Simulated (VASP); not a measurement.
# HgTe (I-4m2) in VASP: a series of runs

Runs on HgTe. Level: LDA. Tasks: single point.

Everything below comes from runs of VASP 6.6.1. Logs are shortened: lines on timing, memory, paths and dates and some standing lists are left out, and cuts for length are marked.

**1. The cell of the first run**

It takes space group I-4m2 (No. 119, tetragonal). Conventional cell: a = 5.967 Å, b = 5.967 Å, c = 3.055 Å, α = 90.00°, β = 90.00°, γ = 90.00°. Hg (site symmetry -4m2) has 2 Hg at 3.06 Å and 8 Te at 3.08 to 3.76 Å within 4.0 Å. Te (site symmetry -4m2) has 2 Te at 3.06 Å and 8 Hg at 3.08 to 3.76 Å within 4.0 Å.

**2. Single point, LDA**

Contents of INCAR:

```
ALGO = Normal ; EDIFF = 1E-7
ENCUT = 520 ; ISIF = 2
ISMEAR = -1 ; LASPH = T
LCHARG = F ; LREAL = F
LWAVE = F ; NBANDS = 16
NELM = 100 ; PREC = Accurate
SIGMA = 0.1
```

Contents of KPOINTS:

```
k-points
0
Gamma
  8 8 8
```

Contents of POSCAR:

```
HgTe
1.0
   -2.9834303915      2.9834303915      1.5275763738
    2.9834303915     -2.9834303915      1.5275763738
    2.9834303915      2.9834303915     -1.5275763738
Hg Te
1 1
Direct
    0.2500000000      0.7500000000      0.5000000000
    0.0000000000      0.0000000000      0.0000000000
```

Potentials or basis: VASP PAW LDA potentials, release 64 (Hg, Te).

The run is started by

```console
$ cat potpaw_LDA.64/Hg/POTCAR potpaw_LDA.64/Te/POTCAR > POTCAR
$ mpirun -np 1 vasp_std > vasp.out
```

OUTCAR:

```text
EDIFF = 1E-7
   ENCUT = 520
   ISIF = 2
   ISMEAR = -1
   LASPH = T
   LREAL = F
   NELM = 100
   PREC = Accurate

 ion  position               nearest neighbor table
   1  0.250  0.750  0.500-   2 3.08   2 3.08   2 3.08   2 3.08   2 3.76   2 3.76   2 3.76   2 3.76

   2  0.000  0.000  0.000-   1 3.08   1 3.08   1 3.08   1 3.08   1 3.76   1 3.76   1 3.76   1 3.76

  LATTYP: Found a body centered tetragonal cell.
 ALAT       =     5.9668607830
 C/A-ratio  =     0.5120201156

  Lattice vectors:

 A1 = (  -2.9834303915,   2.9834303915,   1.5275763738)
 A2 = (   2.9834303915,  -2.9834303915,   1.5275763738)
 A3 = (   2.9834303915,   2.9834303915,  -1.5275763738)

Analysis of symmetry for initial positions (statically):
=====================================================================
 Subroutine PRICEL returns:
 Original cell was already a primitive cell.

 Routine SETGRP: Setting up the symmetry group for a
 body centered tetragonal supercell.

 Subroutine GETGRP returns: Found  8 space group operations
 (whereof  8 operations were pure point group operations)
 out of a pool of 16 trial point group operations.

The static configuration has the point symmetry D_2d.

Analysis of symmetry for dynamics (positions and initial velocities):
=====================================================================
 Subroutine PRICEL returns:
 Original cell was already a primitive cell.

 Routine SETGRP: Setting up the symmetry group for a
 body centered tetragonal supercell.

 Subroutine GETGRP returns: Found  8 space group operations
 (whereof  8 operations were pure point group operations)
 out of a pool of 16 trial point group operations.

The dynamic configuration has the point symmetry D_2d.

 Subroutine INISYM returns: Found  8 space group operations
 (whereof  8 operations are pure point group operations),
 and found     1 'primitive' translations

----------------------------------------------------------------------------------------

                                     Primitive cell

  volume of cell :      54.3870

  direct lattice vectors                    reciprocal lattice vectors
    -2.983430391  2.983430391  1.527576374     0.000000000  0.167592313  0.327315877
     2.983430391 -2.983430391  1.527576374     0.167592313  0.000000000  0.327315877
     2.983430391  2.983430391 -1.527576374     0.167592313  0.167592313  0.000000000

  length of vectors
     4.487226691  4.487226691  4.487226691     0.367726619  0.367726619  0.237011322

  position of ions in fractional coordinates (direct lattice)
     0.250000000  0.750000000  0.500000000
     0.000000000  0.000000000  0.000000000

  ion indices of the primitive-cell ions
   primitive index   ion index
                 1           1
                 2           2

----------------------------------------------------------------------------------------

 KPOINTS: k-points

Automatic generation of k-mesh.
 Grid dimensions read from file:
 generate k-points for:    8    8    8

 Generating k-lattice:

  Cartesian coordinates                     Fractional coordinates (reciprocal lattice)
     0.000000000  0.020949039  0.040914485     0.125000000 -0.000000000  0.000000000
     0.020949039  0.000000000  0.040914485    -0.000000000  0.125000000  0.000000000
     0.020949039  0.020949039  0.000000000     0.000000000  0.000000000  0.125000000

  Length of vectors
     0.045965827  0.045965827  0.029626415

  Shift w.r.t. Gamma in fractional coordinates (k-lattice)
     0.000000000  0.000000000  0.000000000

 Subroutine IBZKPT returns following result:
 ===========================================

 Found     59 irreducible k-points:

 Following reciprocal coordinates:
            Coordinates               Weight
  0.000000  0.000000  0.000000      1.000000
  0.125000  0.000000 -0.000000      8.000000
  0.250000  0.000000 -0.000000      8.000000
  0.375000  0.000000  0.000000      8.000000
  0.500000  0.000000 -0.000000      4.000000
  0.125000  0.125000 -0.000000      8.000000
[... 16 lines left out ...]
  0.250000  0.125000  0.125000     16.000000
  0.375000  0.125000  0.125000      8.000000
 [... further k-points ...]
   k-points           NKPTS =     59   k-points in BZ     NKDIM =     59   number of bands    NBANDS=     16
   number of dos      NEDOS =    301   number of ions     NIONS =      2
   total plane-waves  NPLWV =  46656
   dimension x,y,z NGX =    36 NGY =   36 NGZ =   36
   dimension x,y,z NGXF=    72 NGYF=   72 NGZF=   72
   ions per type =               1   1
   NGX,Y,Z   is equivalent  to a cutoff of  13.34, 13.34, 13.34 a.u.
   NGXF,Y,Z  is equivalent  to a cutoff of  26.68, 26.68, 26.68 a.u.
 SYSTEM =  unknown system
   PREC   = accura    normal or accurate (medium, high low for compatibility)
   ISTART =      0    job   : 0-new  1-cont  2-samecut
   ICHARG =      2    charge: 1-file 2-atom 10-const
   ISPIN  =      1    spin polarized calculation?
   LNONCOLLINEAR =      F non collinear calculations
   LSORBIT =      F    spin-orbit coupling
   LASPH  =      T    aspherical Exc in radial PAW
   ENCUT  =  520.0 eV  38.22 Ry    6.18 a.u.   8.34  8.34  8.34*2*pi/ulx,y,z
   NELM   =    100;   NELMIN=  2; NELMDL= -5     # of ELM steps
   EDIFF  = 0.1E-06   stopping-criterion for ELM
   LREAL  =      F    real-space projection
   EDIFFG = 0.1E-05   stopping-criterion for IOM
   NSW    =      0    number of steps for IOM
   IBRION =     -1    ionic relax: 0-MD 1-quasi-New 2-CG
   NFREE  =      0    steps in history (QN), initial steepest desc. (CG)
   ISIF   =      2    stress and relaxation
   ISYM   =      2    0-nonsym 1-usesym 2-fastsym
   POTIM  = 0.5000    time-step for ionic-motion
   TEBEG  =    0.0;   TEEND  =   0.0 temperature during run
   PSTRESS=    0.0 pullay stress
   NELECT =      18.0000    total number of electrons
   NUPDOWN=      -1.0000    fix difference up-down
   EMIN   =  10.00;   EMAX   =-10.00  energy-range for DOS
   EFERMI =   0.00;   METHOD = LEGACY
   ISMEAR =    -1;   SIGMA  =   0.10  broadening in eV -4-tet -1-fermi 0-gaus
   EFERMI_NEDOS =   21; number of points for ismear=-14 and -15
   IALGO  =     38    algorithm
   IMIX   =      4    mixing-type and parameters
     AMIX     =   0.40;   BMIX     =  1.00
     AMIX_MAG =   1.60;   BMIX_MAG =  1.00
  volume/ion in A,a.u.               =      27.19       183.51
  Fermi-wavevector in a.u.,A,eV,Ry     =   1.132402  2.139930 17.447227  1.282335
  Thomas-Fermi vector in A             =   2.269103
   LORBIT       =      0    0 simple, 1 ext, 2 COOP (PROOUT), +10 PAW based schemes
   GGA     = CA    functional components
   LHFCALC =     F    Hartree Fock is set to
   AEXX    =    0.0000 exact exchange contribution
   IVDW    =     0    specifies the selected vdW correction
   LEPSILON=     F    determine dielectric tensor
   LRPA    =     F    only Hartree local field effects (RPA)
 non-spin polarized calculation
  energy-cutoff  :      520.00
  volume of cell :       54.39
 maximum number of plane-waves:      1493
 NGX is ok and might be reduce to    36
   NGX = 17   NGY = 17   NGZ = 17

 number of electron      17.9999998 magnetization

 Free energy of the ion-electron system (eV)
  ---------------------------------------------------
  ext. energy  EPLUGINS =         0.00000000
  ---------------------------------------------------
  free energy    TOTEN  =        -4.85407348 eV

  energy without entropy =       -4.83662476  energy(sigma->0) =       -4.84534912

 E-fermi :   4.9545     XC(G=0): -10.3820

 val. band max:        4.7770478507   @ k =  -0.2500  -0.3750   0.1250
 cond. band min:       4.9605199836   @ k =  -0.2500   0.5000   0.1250
 fundamental gap:      0.1834721329
 Fermi energy:         4.9544955684

 k-point     1 :       0.0000    0.0000    0.0000
  band No.  band energies     occupation
      1      -7.9770      2.00000
      2      -2.7731      2.00000
      3      -1.9977      2.00000
      4      -1.8985      2.00000
      5      -1.3853      2.00000
      6      -1.3853      2.00000
[... 8 lines left out ...]
     15      15.2192      0.00000
     16      16.4991      0.00000

 k-point     2 :       0.1250    0.0000   -0.0000
  band No.  band energies     occupation
      1      -7.7096      2.00000
      2      -2.5151      2.00000
      3      -1.9611      2.00000
      4      -1.9228      2.00000
      5      -1.5337      2.00000
      6      -1.5286      2.00000
[... 8 lines left out ...]
     15      15.0008      0.00000
     16      15.2182      0.00000

 k-point     3 :       0.2500    0.0000   -0.0000
  band No.  band energies     occupation
      1      -6.9500      2.00000
      2      -2.0024      2.00000
      3      -1.9509      2.00000
      4      -1.8632      2.00000
      5      -1.7951      2.00000
      6      -1.7711      2.00000
[... 8 lines left out ...]
     15      13.7324      0.00000
     16      14.7127      0.00000

 k-point     4 :       0.3750    0.0000    0.0000
  band No.  band energies     occupation
      1      -5.8942      2.00000
      2      -2.2003      2.00000
      3      -2.0975      2.00000
      4      -1.9211      2.00000
      5      -1.7028      2.00000
      6      -1.3728      2.00000
[... 8 lines left out ...]
     15      12.8668      0.00000
     16      16.3341      0.00000
[... 324 lines left out ...]
 k-point    22 :       0.1250    0.1250    0.1250
  band No.  band energies     occupation
      1      -6.8353      2.00000
      2      -2.0577      2.00000
      3      -1.9709      2.00000
      4      -1.8691      2.00000
      5      -1.8201      2.00000
      6      -1.7098      2.00000
[... 8 lines left out ...]
     15      13.4214      0.00000
     16      14.3583      0.00000

 k-point    23 :       0.2500    0.1250    0.1250
  band No.  band energies     occupation
      1      -5.8181      2.00000
      2      -2.2225      2.00000
      3      -2.0663      2.00000
      4      -1.9116      2.00000
      5      -1.7098      2.00000
      6      -1.4271      2.00000
[... 8 lines left out ...]
     15      13.2180      0.00000
     16      14.6593      0.00000

 k-point    24 :       0.3750    0.1250    0.1250
  band No.  band energies     occupation
      1      -5.2104      2.00000
      2      -2.3689      2.00000
      3      -2.0857      2.00000
      4      -1.8349      2.00000
      5      -1.6820      2.00000
      6      -1.4277      2.00000
[... 8 lines left out ...]
     15      13.6851      0.00000
     16      14.6633      0.00000

 [... further k-points ...]

------------------------ aborting loop because EDIFF is reached ----------------------------------------

  FORCE on cell =-STRESS in cart. coord.  units (eV):
  Direction    XX          YY          ZZ          XY          YZ          ZX
  --------------------------------------------------------------------------------------
  -------------------------------------------------------------------------------------
  Total       -1.0446301     -1.0446301     -0.4665947      0.0000000      0.0000000      0.0000000
  in kB      -30.7736046    -30.7736046    -13.7453448      0.0000000      0.0000000      0.0000000
  external PRESSURE =     -25.0975180 kB  Pullay stress =       0.0000000 kB

 VOLUME and BASIS-vectors are now :
 -----------------------------------------------------------------------------
  energy-cutoff  :      520.00
  volume of cell :       54.39
      direct lattice vectors                 reciprocal lattice vectors
    -2.983430391  2.983430391  1.527576374     0.000000000  0.167592313  0.327315877
     2.983430391 -2.983430391  1.527576374     0.167592313  0.000000000  0.327315877
     2.983430391  2.983430391 -1.527576374     0.167592313  0.167592313  0.000000000

 POSITION                                       TOTAL-FORCE (eV/Angst)
 -----------------------------------------------------------------------------------
      2.98343      0.00000      0.76379        -0.000000     -0.000000     -0.000000
      0.00000      0.00000      0.00000         0.000000      0.000000      0.000000
 -----------------------------------------------------------------------------------
    total drift:                                0.000000     -0.000000      0.000000

  FREE ENERGIE OF THE ION-ELECTRON SYSTEM (eV)
  ---------------------------------------------------
  free  energy   TOTEN  =        -4.8540734766 eV

  energy  without entropy=       -4.8366247604  energy(sigma->0) =       -4.84534912
```

It took 72 s on 1 thread of Intel Xeon 8259CL, shared host; peak memory 0.21 GiB.

What came out:

| Property | Result |
| --- | --- |
| Free energy | -4.8541 eV |
| Pressure | -2.5 GPa |
| Band gap on the k mesh | zero (bands 9 and 10 overlap by 3.24 eV) |

Levels at points of the mesh, in eV from the Fermi level:
```
           k point  band 6  band 7  band 8  band 9  band 10  band 11  band 12  band 13
(0.00, 0.00, 0.00)   -6.34   -3.55   -2.68   -2.68     3.69     4.52     7.00     7.00
(0.50, 0.00, 0.00)   -6.41   -4.79   -2.04   -1.22    -0.28     3.28     3.66     5.93
(0.50, 0.50, 0.00)   -6.31   -6.28   -0.92    1.63     1.79     2.82     3.49     8.91
(0.50, 0.50, 0.50)   -6.26   -4.74   -4.74   -4.67     3.31     7.34     8.31     8.31
```

Caveat: spin-orbit coupling is left out, which moves the levels of the heavy elements.

[end of part 1 of 2]
